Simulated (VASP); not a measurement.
# MnHg (P4/mmm) in VASP: a series of runs

The runs below take MnHg through single point, with PBE, r2SCAN.

All numbers are computed with VASP 6.6.1; they aren't measurements. Logs are shortened: lines on timing, memory, paths and dates and some standing lists are left out, and cuts for length are marked.

### 1 The cell of the first run

The typed cell holds 2 atoms: a = 3.146 Å, b = 3.146 Å, c = 3.149 Å, α = 90.00°, β = 90.00°, γ = 90.00°.

### 2 Single point, PBE

INCAR reads:

```
PREC = Accurate
ENCUT = 520
EDIFF = 1E-6
ISMEAR = 0
SIGMA = 0.1
LREAL = False
LASPH = True
NELM = 100
ALGO = Fast
ISIF = 2
LWAVE = False
LCHARG = False
GGA = PE
NBANDS = 20
```

KPOINTS reads:

```
regular mesh
0
Gamma
  12 12 12
```

POSCAR reads:

```
MnHg
1.0
    3.1456117250      0.0000000000      0.0000000000
    0.0000000000      3.1456117250      0.0000000000
    0.0000000000      0.0000000000      3.1494279506
Mn Hg
1 1
Direct
    0.5000000000      0.5000000000      0.5000000000
    0.0000000000      0.0000000000      0.0000000000
```

Potentials or basis: VASP PAW PBE potentials, release 64 (Mn_pv, Hg).

Run with:

```
cat potpaw_PBE.64/Mn_pv/POTCAR potpaw_PBE.64/Hg/POTCAR > POTCAR
mpirun -np 1 vasp_std > vasp.out
```

OUTCAR:

```text
PREC = Accurate
   ENCUT = 520
   EDIFF = 1E-6
   ISMEAR = 0
   LREAL = False
   LASPH = True
   NELM = 100
   ISIF = 2
   GGA = PE

 ion  position               nearest neighbor table
   1  0.500  0.500  0.500-   2 2.73   2 2.73   2 2.73   2 2.73   2 2.73   2 2.73   2 2.73   2 2.73

   2  0.000  0.000  0.000-   1 2.73   1 2.73   1 2.73   1 2.73   1 2.73   1 2.73   1 2.73   1 2.73

  LATTYP: Found a simple tetragonal cell.
 ALAT       =     3.1456117250
 C/A-ratio  =     1.0012131903

  Lattice vectors:

 A1 = (   3.1456117250,   0.0000000000,   0.0000000000)
 A2 = (   0.0000000000,   3.1456117250,   0.0000000000)
 A3 = (   0.0000000000,   0.0000000000,   3.1494279506)

Analysis of symmetry for initial positions (statically):
=====================================================================
 Subroutine PRICEL returns:
 Original cell was already a primitive cell.

 Routine SETGRP: Setting up the symmetry group for a
 simple tetragonal supercell.

 Subroutine GETGRP returns: Found 16 space group operations
 (whereof 16 operations were pure point group operations)
 out of a pool of 16 trial point group operations.

The static configuration has the point symmetry D_4h.

Analysis of symmetry for dynamics (positions and initial velocities):
=====================================================================
 Subroutine PRICEL returns:
 Original cell was already a primitive cell.

 Routine SETGRP: Setting up the symmetry group for a
 simple tetragonal supercell.

 Subroutine GETGRP returns: Found 16 space group operations
 (whereof 16 operations were pure point group operations)
 out of a pool of 16 trial point group operations.

The dynamic configuration has the point symmetry D_4h.

 Subroutine INISYM returns: Found 16 space group operations
 (whereof 16 operations are pure point group operations),
 and found     1 'primitive' translations

----------------------------------------------------------------------------------------

                                     Primitive cell

  volume of cell :      31.1632

  direct lattice vectors                    reciprocal lattice vectors
     3.145611725  0.000000000  0.000000000     0.317903189  0.000000000  0.000000000
     0.000000000  3.145611725  0.000000000     0.000000000  0.317903189  0.000000000
     0.000000000  0.000000000  3.149427951     0.000000000  0.000000000  0.317517980

  length of vectors
     3.145611725  3.145611725  3.149427951     0.317903189  0.317903189  0.317517980

  position of ions in fractional coordinates (direct lattice)
     0.500000000  0.500000000  0.500000000
     0.000000000  0.000000000  0.000000000

  ion indices of the primitive-cell ions
   primitive index   ion index
                 1           1
                 2           2

----------------------------------------------------------------------------------------

 KPOINTS: regular mesh

Automatic generation of k-mesh.
 Grid dimensions read from file:
 generate k-points for:   12   12   12

 Generating k-lattice:

  Cartesian coordinates                     Fractional coordinates (reciprocal lattice)
     0.026491932  0.000000000  0.000000000     0.083333333  0.000000000  0.000000000
     0.000000000  0.026491932  0.000000000     0.000000000  0.083333333  0.000000000
     0.000000000  0.000000000  0.026459832     0.000000000  0.000000000  0.083333333

  Length of vectors
     0.026491932  0.026491932  0.026459832

  Shift w.r.t. Gamma in fractional coordinates (k-lattice)
     0.000000000  0.000000000  0.000000000

 Subroutine IBZKPT returns following result:
 ===========================================

 Found    196 irreducible k-points:

 Following reciprocal coordinates:
            Coordinates               Weight
  0.000000  0.000000  0.000000      1.000000
  0.083333  0.000000  0.000000      4.000000
  0.166667  0.000000  0.000000      4.000000
  0.250000  0.000000  0.000000      4.000000
  0.333333  0.000000  0.000000      4.000000
  0.416667  0.000000  0.000000      4.000000
[... 16 lines left out ...]
  0.333333  0.333333  0.000000      4.000000
  0.416667  0.333333  0.000000      8.000000
 [... further k-points ...]
   k-points           NKPTS =    196   k-points in BZ     NKDIM =    196   number of bands    NBANDS=     20
   number of dos      NEDOS =    301   number of ions     NIONS =      2
   total plane-waves  NPLWV =  13824
   dimension x,y,z NGX =    24 NGY =   24 NGZ =   24
   dimension x,y,z NGXF=    48 NGYF=   48 NGZF=   48
   ions per type =               1   1
   NGX,Y,Z   is equivalent  to a cutoff of  12.68, 12.68, 12.67 a.u.
   NGXF,Y,Z  is equivalent  to a cutoff of  25.37, 25.37, 25.34 a.u.
 SYSTEM =  unknown system
   PREC   = accura    normal or accurate (medium, high low for compatibility)
   ISTART =      0    job   : 0-new  1-cont  2-samecut
   ICHARG =      2    charge: 1-file 2-atom 10-const
   ISPIN  =      1    spin polarized calculation?
   LNONCOLLINEAR =      F non collinear calculations
   LSORBIT =      F    spin-orbit coupling
   LASPH  =      T    aspherical Exc in radial PAW
   ENCUT  =  520.0 eV  38.22 Ry    6.18 a.u.   5.85  5.85  5.86*2*pi/ulx,y,z
   NELM   =    100;   NELMIN=  2; NELMDL= -5     # of ELM steps
   EDIFF  = 0.1E-05   stopping-criterion for ELM
   LREAL  =      F    real-space projection
   EDIFFG = 0.1E-04   stopping-criterion for IOM
   NSW    =      0    number of steps for IOM
   IBRION =     -1    ionic relax: 0-MD 1-quasi-New 2-CG
   NFREE  =      0    steps in history (QN), initial steepest desc. (CG)
   ISIF   =      2    stress and relaxation
   ISYM   =      2    0-nonsym 1-usesym 2-fastsym
   POTIM  = 0.5000    time-step for ionic-motion
   TEBEG  =    0.0;   TEEND  =   0.0 temperature during run
   PSTRESS=    0.0 pullay stress
   NELECT =      25.0000    total number of electrons
   NUPDOWN=      -1.0000    fix difference up-down
   EMIN   =  10.00;   EMAX   =-10.00  energy-range for DOS
   EFERMI =   0.00;   METHOD = LEGACY
   ISMEAR =     0;   SIGMA  =   0.10  broadening in eV -4-tet -1-fermi 0-gaus
   EFERMI_NEDOS =   21; number of points for ismear=-14 and -15
   IALGO  =     68    algorithm
   IMIX   =      4    mixing-type and parameters
     AMIX     =   0.40;   BMIX     =  1.00
     AMIX_MAG =   1.60;   BMIX_MAG =  1.00
  volume/ion in A,a.u.               =      15.58       105.15
  Fermi-wavevector in a.u.,A,eV,Ry     =   1.521158  2.874571 31.482797  2.313920
  Thomas-Fermi vector in A             =   2.629911
   LORBIT       =      0    0 simple, 1 ext, 2 COOP (PROOUT), +10 PAW based schemes
   GGA     = PE    functional components
   LHFCALC =     F    Hartree Fock is set to
   AEXX    =    0.0000 exact exchange contribution
   IVDW    =     0    specifies the selected vdW correction
   LEPSILON=     F    determine dielectric tensor
   LRPA    =     F    only Hartree local field effects (RPA)
 non-spin polarized calculation
 RMM-DIIS sequential band-by-band and
 Gauss-broadening in eV      SIGMA  =   0.10
  energy-cutoff  :      520.00
  volume of cell :       31.16
 maximum number of plane-waves:       862
 NGX is ok and might be reduce to    24
   NGX = 11   NGY = 11   NGZ = 11

 number of electron      24.9999975 magnetization

 Free energy of the ion-electron system (eV)
  ---------------------------------------------------
  ext. energy  EPLUGINS =         0.00000000
  ---------------------------------------------------
  free energy    TOTEN  =        -7.29830373 eV

  energy without entropy =       -7.28042954  energy(sigma->0) =       -7.28936663

 E-fermi :   6.3559     XC(G=0): -12.6038

 val. band max:        6.3457501423   @ k =   0.1667   0.0000   0.0000
 cond. band min:       6.3601394893   @ k =   0.1667   0.1667   0.2500
 fundamental gap:      0.0143893470
 Fermi energy:         6.3559015456

 k-point     1 :       0.0000    0.0000    0.0000
  band No.  band energies     occupation
      1     -41.3414      2.00000
      2     -41.3411      2.00000
      3     -41.3411      2.00000
      4      -3.6597      2.00000
      5      -2.1864      2.00000
      6      -2.1838      2.00000
[... 12 lines left out ...]
     19      20.0410      0.00000
     20      20.0635      0.00000

 k-point     2 :       0.0833    0.0000    0.0000
  band No.  band energies     occupation
      1     -41.3435      2.00000
      2     -41.3413      2.00000
      3     -41.3409      2.00000
      4      -3.5364      2.00000
      5      -2.1619      2.00000
      6      -2.1187      2.00000
[... 12 lines left out ...]
     19      20.0442      0.00000
     20      20.6465      0.00000

 k-point     3 :       0.1667    0.0000    0.0000
  band No.  band energies     occupation
      1     -41.3500      2.00000
      2     -41.3409      2.00000
      3     -41.3406      2.00000
      4      -3.1936      2.00000
      5      -2.0993      2.00000
      6      -1.9045      2.00000
[... 12 lines left out ...]
     19      20.0376      0.00000
     20      22.5998      0.00000

 k-point     4 :       0.2500    0.0000    0.0000
  band No.  band energies     occupation
      1     -41.3590      2.00000
      2     -41.3404      2.00000
      3     -41.3401      2.00000
      4      -2.7374      2.00000
      5      -2.0109      2.00000
      6      -1.4781      2.00000
[... 12 lines left out ...]
     19      20.0289      0.00000
     20      23.1429      0.00000

 k-point     5 :       0.3333    0.0000    0.0000
  band No.  band energies     occupation
      1     -41.3679      2.00000
      2     -41.3399      2.00000
      3     -41.3396      2.00000
      4      -2.3504      2.00000
      5      -1.9190      2.00000
      6      -0.9220      2.00000
[... 12 lines left out ...]
     19      20.0209      0.00000
     20      22.5505      0.00000

 k-point     6 :       0.4167    0.0000    0.0000
  band No.  band energies     occupation
      1     -41.3745      2.00000
      2     -41.3395      2.00000
      3     -41.3392      2.00000
      4      -2.1231      2.00000
      5      -1.8494      2.00000
      6      -1.0011      2.00000
[... 12 lines left out ...]
     19      20.0156      0.00000
     20      21.3252      0.00000

 k-point     7 :       0.5000    0.0000    0.0000
  band No.  band energies     occupation
      1     -41.3769      2.00000
      2     -41.3394      2.00000
      3     -41.3391      2.00000
      4      -2.0491      2.00000
      5      -1.8234      2.00000
      6      -1.0297      2.00000
[... 12 lines left out ...]
     19      20.0279      0.00000
     20      20.3860      0.00000
[... 277 lines left out ...]
 k-point    20 :       0.3333    0.2500    0.0000
  band No.  band energies     occupation
      1     -41.3659      2.00000
      2     -41.3564      2.00000
      3     -41.3384      2.00000
      4      -2.0436      2.00000
      5      -1.6935      2.00000
      6      -1.0407      2.00000
[... 12 lines left out ...]
     19      19.8109      0.00000
     20      21.5544      0.00000

 k-point    21 :       0.4167    0.2500    0.0000
  band No.  band energies     occupation
      1     -41.3721      2.00000
      2     -41.3557      2.00000
      3     -41.3380      2.00000
      4      -1.9577      2.00000
      5      -1.7766      2.00000
      6      -1.0841      2.00000
[... 12 lines left out ...]
     19      19.9030      0.00000
     20      20.8443      0.00000

 k-point    22 :       0.5000    0.2500    0.0000
  band No.  band energies     occupation
      1     -41.3744      2.00000
      2     -41.3555      2.00000
      3     -41.3378      2.00000
      4      -1.9176      2.00000
      5      -1.8207      2.00000
      6      -1.1174      2.00000
[... 12 lines left out ...]
     19      20.0604      0.00000
     20      20.4658      0.00000

 k-point    23 :       0.3333    0.3333    0.0000
  band No.  band energies     occupation
      1     -41.3653      2.00000
      2     -41.3643      2.00000
      3     -41.3377      2.00000
      4      -2.0170      2.00000
      5      -1.8594      2.00000
      6      -1.0503      2.00000
[... 12 lines left out ...]
     19      19.7552      0.00000
     20      20.9870      0.00000

 k-point    24 :       0.4167    0.3333    0.0000
  band No.  band energies     occupation
      1     -41.3709      2.00000
      2     -41.3640      2.00000
      3     -41.3372      2.00000
      4      -2.0648      2.00000
      5      -1.9164      2.00000
      6      -1.1257      2.00000
[... 12 lines left out ...]
     19      19.8007      0.00000
     20      20.4483      0.00000

 [... further k-points ...]

------------------------ aborting loop because EDIFF is reached ----------------------------------------

  FORCE on cell =-STRESS in cart. coord.  units (eV):
  Direction    XX          YY          ZZ          XY          YZ          ZX
  --------------------------------------------------------------------------------------
  -------------------------------------------------------------------------------------
  Total        0.2490077      0.2490077      0.2431876      0.0000000     -0.0000000      0.0000000
  in kB       12.8021074     12.8021074     12.5028807      0.0000000     -0.0000000      0.0000000
  external PRESSURE =      12.7023652 kB  Pullay stress =       0.0000000 kB

 VOLUME and BASIS-vectors are now :
 -----------------------------------------------------------------------------
  energy-cutoff  :      520.00
  volume of cell :       31.16
      direct lattice vectors                 reciprocal lattice vectors
     3.145611725  0.000000000  0.000000000     0.317903189  0.000000000  0.000000000
     0.000000000  3.145611725  0.000000000     0.000000000  0.317903189  0.000000000
     0.000000000  0.000000000  3.149427951     0.000000000  0.000000000  0.317517980

 POSITION                                       TOTAL-FORCE (eV/Angst)
 -----------------------------------------------------------------------------------
      1.57281      1.57281      1.57471         0.000000      0.000000      0.000000
      0.00000      0.00000      0.00000         0.000000      0.000000      0.000000
 -----------------------------------------------------------------------------------
    total drift:                                0.000000      0.000000     -0.000000

  FREE ENERGIE OF THE ION-ELECTRON SYSTEM (eV)
  ---------------------------------------------------
  free  energy   TOTEN  =        -7.2983037333 eV

  energy  without entropy=       -7.2804295355  energy(sigma->0) =       -7.28936663
```

It took 41 s on 1 thread of Intel Xeon Platinum 8559C (Emerald Rapids), shared host; peak memory 0.23 GiB.

Results:

* Free energy: -7.2983 eV
* Pressure: 1.3 GPa
* Band gap on the k mesh: zero (an odd number of electrons rules out a gap without spin polarisation)

Caveat: spin-orbit coupling is left out, which moves the levels of the heavy elements; the run has no spin polarisation, though such a crystal can be magnetic. Spin polarisation is off, so any magnetic state and its effect on volume and gap are missing.

[end of part 1 of 2]
